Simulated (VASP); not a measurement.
Wanted: the native input for a VASP 6.6.1 run.

| Property | Result |
| --- | --- |
| Task | single point |
| Functional | PBE |
| Potentials or basis | VASP PAW PBE potentials, release 64 (La) |
| Cutoff | 520 eV |
| k mesh | 10 × 10 × 10 |
| Occupations | fermi-dirac, width 0.1 eV |
| Spin | no spin polarisation |
| Dipole correction | no |
| Further INCAR settings | ALGO = Normal; EDIFF = 1e-07; NBANDS = 18 |

The structure of La lies in POSCAR:

```
La
1.0
    0.0000000000      3.2168776346      3.2168776346
    3.2168776346      0.0000000000      3.2168776346
    3.2168776346      3.2168776346      0.0000000000
La
2
Direct
   -0.1250000000     -0.1250000000     -0.1250000000
    0.1250000000      0.1250000000      0.1250000000
```

This isn't the form of La at room conditions, which is double hcp.

One way to write it, as run:

INCAR

```
SYSTEM = La
PREC = Accurate
ENCUT = 520
EDIFF = 1E-7
ISMEAR = -1
SIGMA = 0.1
LREAL = .FALSE.
LASPH = .TRUE.
NELM = 100
ALGO = Normal
ISIF = 2
LWAVE = .FALSE.
LCHARG = .FALSE.
GGA = PE
NBANDS = 18
```

KPOINTS

```
regular mesh
0
G
  10 10 10
  0 0 0
```

Potentials or basis: VASP PAW PBE potentials, release 64 (La).

The run is started by

```sh
$ cat potpaw_PBE.64/La/POTCAR > POTCAR
$ mpirun -np 1 vasp_std > vasp.out
```

Results of the run:

* Pressure: 6.8 GPa
* Band gap on the k mesh: zero (bands 11 and 12 overlap by 0.19 eV)

Caveat: the cell stands under pressure; spin-orbit coupling is left out, which moves the levels of the heavy elements.

It took 51 s on 1 thread of Intel(R) Xeon(R) Platinum 8488C (Sapphire Rapids), with other jobs on the host, peak memory 0.24 GiB.
